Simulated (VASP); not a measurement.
# Y (P6_3/mmc) in VASP: further runs, part 2 of 2

VASP 6.6.1. The steps go on from the part before.

## Step 6: Single point, LDA (34.99 Å³/atom)

This run uses another cell than the first one, of 34.99 Å³/atom.

The input, INCAR:

```
SYSTEM = Y
PREC = Accurate
ENCUT = 520
EDIFF = 1E-6
ISMEAR = -1
SIGMA = 0.05
LREAL = .False.
LASPH = .True.
NELM = 80
ALGO = Normal
ISIF = 2
LWAVE = .False.
LCHARG = .False.
GGA = CA
NBANDS = 18
```

The input, KPOINTS:

```
Automatic mesh
0
Gamma
  8 8 5
  0 0 0
```

The input, POSCAR:

```
Y
1.0
    3.7189358085      0.0000000000      0.0000000000
   -1.8594679043      3.2206928852      0.0000000000
    0.0000000000      0.0000000000      5.8429932402
Y
2
Direct
    0.6666666667      0.3333333333      0.7500000000
    0.3333333333      0.6666666667      0.2500000000
```

Potentials or basis: VASP PAW LDA potentials, release 64 (Y_sv).

On the command line:

```
> cat potpaw_LDA.64/Y_sv/POTCAR > POTCAR
> mpirun -np 1 vasp_std > vasp.out
```

OUTCAR:

```text
SYSTEM = Y
   PREC = Accurate
   ENCUT = 520
   EDIFF = 1E-6
   ISMEAR = -1
   LREAL = .False.
   LASPH = .True.
   NELM = 80
   ISIF = 2
   GGA = CA

 ion  position               nearest neighbor table
   1  0.667  0.333  0.750-   2 3.63   2 3.63   2 3.63   2 3.63   2 3.63   2 3.63
   2  0.333  0.667  0.250-   1 3.63   1 3.63   1 3.63   1 3.63   1 3.63   1 3.63

  LATTYP: Found a hexagonal cell.
 ALAT       =     3.7189358085
 C/A-ratio  =     1.5711465702

  Lattice vectors:

 A1 = (   3.7189358085,   0.0000000000,   0.0000000000)
 A2 = (  -1.8594679043,   3.2206928852,   0.0000000000)
 A3 = (   0.0000000000,   0.0000000000,   5.8429932402)

Analysis of symmetry for initial positions (statically):
=====================================================================
 Subroutine PRICEL returns:
 Original cell was already a primitive cell.

 Routine SETGRP: Setting up the symmetry group for a
 hexagonal supercell.

 Subroutine GETGRP returns: Found 24 space group operations
 (whereof 12 operations were pure point group operations)
 out of a pool of 24 trial point group operations.

The static configuration has the point symmetry D_3d.
 The point group associated with its full space group is D_6h.

Analysis of symmetry for dynamics (positions and initial velocities):
=====================================================================
 Subroutine PRICEL returns:
 Original cell was already a primitive cell.

 Routine SETGRP: Setting up the symmetry group for a
 hexagonal supercell.

 Subroutine GETGRP returns: Found 24 space group operations
 (whereof 12 operations were pure point group operations)
 out of a pool of 24 trial point group operations.

The dynamic configuration has the point symmetry D_3d.
 The point group associated with its full space group is D_6h.

 Subroutine INISYM returns: Found 24 space group operations
 (whereof 12 operations are pure point group operations),
 and found     1 'primitive' translations

----------------------------------------------------------------------------------------
[... 112 lines left out ...]
     AMIX     =   0.40;   BMIX     =  1.00
     AMIX_MAG =   1.60;   BMIX_MAG =  1.00
  volume/ion in A,a.u.               =      34.99       236.14
  Fermi-wavevector in a.u.,A,eV,Ry     =   1.113135  2.103521 16.858572  1.239070
  Thomas-Fermi vector in A             =   2.249717
   LORBIT       =      0    0 simple, 1 ext, 2 COOP (PROOUT), +10 PAW based schemes
   GGA     = CA    functional components
   LHFCALC =     F    Hartree Fock is set to
   AEXX    =    0.0000 exact exchange contribution
   IVDW    =     0    specifies the selected vdW correction
   LEPSILON=     F    determine dielectric tensor
   LRPA    =     F    only Hartree local field effects (RPA)
 non-spin polarized calculation
  energy-cutoff  :      520.00
  volume of cell :       69.98
 maximum number of plane-waves:      1896
 NGX is ok and might be reduce to    28
   NGX = 13   NGY = 13   NGZ = 21

 number of electron      21.9999999 magnetization

 Free energy of the ion-electron system (eV)
  ---------------------------------------------------
  ext. energy  EPLUGINS =         0.00000000
  ---------------------------------------------------
  free energy    TOTEN  =       -13.69941901 eV

  energy without entropy =      -13.65781284  energy(sigma->0) =      -13.67861593

 E-fermi :   2.5193     XC(G=0):  -9.3981

 val. band max:        2.4945870993   @ k =   0.3750   0.2500   0.4000
 cond. band min:       2.5232369335   @ k =   0.2500   0.1250   0.4000
 fundamental gap:      0.0286498342
 Fermi energy:         2.5192708565

 k-point     1 :       0.0000    0.0000    0.0000
  band No.  band energies     occupation
      1     -40.0898      2.00000
      2     -40.0330      2.00000
      3     -20.4206      2.00000
      4     -20.0339      2.00000
      5     -20.0339      2.00000
      6     -19.9595      2.00000
[... 481 lines left out ...]
      5     -20.0904      2.00000
      6     -20.0768      2.00000
[... 10 lines left out ...]
     17       6.6850      0.00000
     18       6.7911      0.00000

 [... further k-points ...]

------------------------ aborting loop because EDIFF is reached ----------------------------------------

  FORCE on cell =-STRESS in cart. coord.  units (eV):
  Direction    XX          YY          ZZ          XY          YZ          ZX
  --------------------------------------------------------------------------------------
  -------------------------------------------------------------------------------------
  Total       -2.3649525     -2.3649525     -2.5916069      0.0000000      0.0000000      0.0000000
  in kB      -54.1414171    -54.1414171    -59.3302717      0.0000000      0.0000000      0.0000000
  external PRESSURE =     -55.8710353 kB  Pullay stress =       0.0000000 kB

 VOLUME and BASIS-vectors are now :
 -----------------------------------------------------------------------------
  energy-cutoff  :      520.00
  volume of cell :       69.98
      direct lattice vectors                 reciprocal lattice vectors
     3.718935808  0.000000000  0.000000000     0.268894128  0.155246097  0.000000000
    -1.859467904  3.220692885  0.000000000     0.000000000  0.310492194  0.000000000
     0.000000000  0.000000000  5.842993240     0.000000000  0.000000000  0.171145158

 POSITION                                       TOTAL-FORCE (eV/Angst)
 -----------------------------------------------------------------------------------
      1.85947      1.07356      4.38224        -0.000000      0.000000      0.000000
     -0.00000      2.14713      1.46075         0.000000     -0.000000      0.000000
 -----------------------------------------------------------------------------------
    total drift:                               -0.000000      0.000000     -0.000000

  FREE ENERGIE OF THE ION-ELECTRON SYSTEM (eV)
  ---------------------------------------------------
  free  energy   TOTEN  =       -13.6994190123 eV

  energy  without entropy=      -13.6578128408  energy(sigma->0) =      -13.67861593
```

OSZICAR:

```text
N       E                     dE             d eps       ncg     rms          rms(c)
DAV:   1     0.875411531980E+02    0.87541E+02   -0.11165E+04  1080   0.114E+03
DAV:   2    -0.639259002814E+01   -0.93934E+02   -0.92537E+02  1368   0.258E+02
DAV:   3    -0.140303267574E+02   -0.76377E+01   -0.75812E+01  1952   0.429E+01
DAV:   4    -0.142069039465E+02   -0.17658E+00   -0.17643E+00  1346   0.686E+00
DAV:   5    -0.142108081039E+02   -0.39042E-02   -0.39034E-02  1588   0.789E-01    0.319E+01
DAV:   6    -0.138035775039E+02    0.40723E+00   -0.47218E-01  1190   0.391E+00    0.197E+01
DAV:   7    -0.137122635773E+02    0.91314E-01   -0.87610E-01  1406   0.478E+00    0.155E+00
DAV:   8    -0.136999181747E+02    0.12345E-01   -0.15182E-01  1328   0.221E+00    0.943E-01
DAV:   9    -0.136993869294E+02    0.53125E-03   -0.37671E-03  1498   0.382E-01    0.332E-01
DAV:  10    -0.136994417455E+02   -0.54816E-04   -0.12480E-03  1208   0.312E-01    0.252E-01
DAV:  11    -0.136994199494E+02    0.21796E-04   -0.65109E-05  1578   0.649E-02    0.227E-02
DAV:  12    -0.136994193218E+02    0.62763E-06   -0.19872E-05  1248   0.380E-02    0.226E-02
DAV:  13    -0.136994190123E+02    0.30956E-06   -0.48096E-06  1224   0.194E-02
   1 F= -.13699419E+02 E0= -.13678616E+02  d E =-.416062E-01
```

stdout:

```text
POSCAR found type information on POSCAR Y
 POSCAR found :  1 types and       2 ions
 scaLAPACK will be used
 LDA part: xc-table for (Slater(with rela. corr.)+CA(PZ))
 , standard interpolation
 POSCAR, INCAR and KPOINTS ok, starting setup
 FFT: planning ... GRIDC
 FFT: planning ... GRID_SOFT
 FFT: planning ... GRID
 WAVECAR not read
 entering main loop
```

Wall time 61 s (1 thread of AMD EPYC 7R13, shared host); peak memory 0.15 GiB.

What came out:

* Free energy: -13.6994 eV
* Pressure: -5.6 GPa
* Band gap on the k mesh: zero (bands 11 and 12 overlap by 1.24 eV)

Caveat: the cell stands under tension.

## Step 7: The runs side by side

| cell | gap on the mesh (eV) | pressure (GPa) |
| --- | --- | --- |
| a = 3.623, b = 3.623, c = 5.692 Å, angles 90.0, 90.0, 120.0°, 2 atoms | none | -3.2 |
| a = 3.647, b = 3.647, c = 5.731 Å, angles 90.0, 90.0, 120.0°, 2 atoms | none | -3.9 |
| a = 3.672, b = 3.672, c = 5.769 Å, angles 90.0, 90.0, 120.0°, 2 atoms | none | -4.5 |
| a = 3.695, b = 3.695, c = 5.806 Å, angles 90.0, 90.0, 120.0°, 2 atoms | none | -5.1 |
| a = 3.719, b = 3.719, c = 5.843 Å, angles 90.0, 90.0, 120.0°, 2 atoms | none | -5.6 |

Alike in all rows: task single point; level LDA; potentials or basis VASP PAW LDA potentials, release 64 (Y_sv); no spin polarisation; k mesh 8 × 8 × 5; cutoff (eV) 520; smearing fermi-dirac 0.05 eV.

Caveats: the cell stands under tension.

Absolute energies hang on the potentials; compare differences alone.
